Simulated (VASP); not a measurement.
Set up this calculation in VASP 6.6.1, as the native input.

```yaml
Task: single point
Functional: PBEsol
Potentials_or_basis: VASP PAW PBE potentials, release 64 (S)
Cutoff: 520 eV
k_mesh: 18 × 18 × 18
Occupations: fermi-dirac, width 0.1 eV
Spin: no spin polarisation
Dipole_correction: no
Further_INCAR_settings: ALGO = Normal; EDIFF = 1e-06; NBANDS = 9
```

The structure of S lies in POSCAR:

```
S
1.0
    0.0000000000      1.7363810902      1.7363810902
    1.7363810902      0.0000000000      1.7363810902
    1.7363810902      1.7363810902      0.0000000000
S
1
Direct
    0.0000000000      0.0000000000      0.0000000000
```

This isn't the form of S at room conditions, which is orthorhombic, of S8 rings.

One way to write it, as run:

INCAR

```
PREC     = Accurate       # precision mode
ENCUT    = 520            # plane-wave cutoff, eV
EDIFF    = 1E-6           # SCF threshold, eV
ISMEAR   = -1             # smearing method
SIGMA    = 0.1            # smearing width, eV
LREAL    = F              # projectors in reciprocal space
LASPH    = T              # aspherical terms in the spheres
NELM     = 60             # most SCF steps
ALGO     = Normal         # electronic algorithm
ISIF     = 2              # what is computed and relaxed
LWAVE    = F              # write WAVECAR
LCHARG   = F              # write CHGCAR
GGA      = PS             # functional
NBANDS   = 9              # bands
```

KPOINTS

```
regular mesh
0
Gamma
  18 18 18
```

Potentials or basis: VASP PAW PBE potentials, release 64 (S).

Command:

```console
$ cat potpaw_PBE.64/S/POTCAR > POTCAR
$ mpirun -np 1 vasp_std > vasp.out
```

It gave:

```json
{
 "Pressure": "68.8 GPa",
 "Band gap on the k mesh": "zero (bands 3 and 4 overlap by 11.11 eV)"
}
```

Caveat: the cell stands under pressure; the PAW data sets were made with another functional, which shifts forces and pressure a little.

Wall time 17 s on 1 thread of AMD EPYC 7R13, on a shared host, peak memory 0.09 GiB.
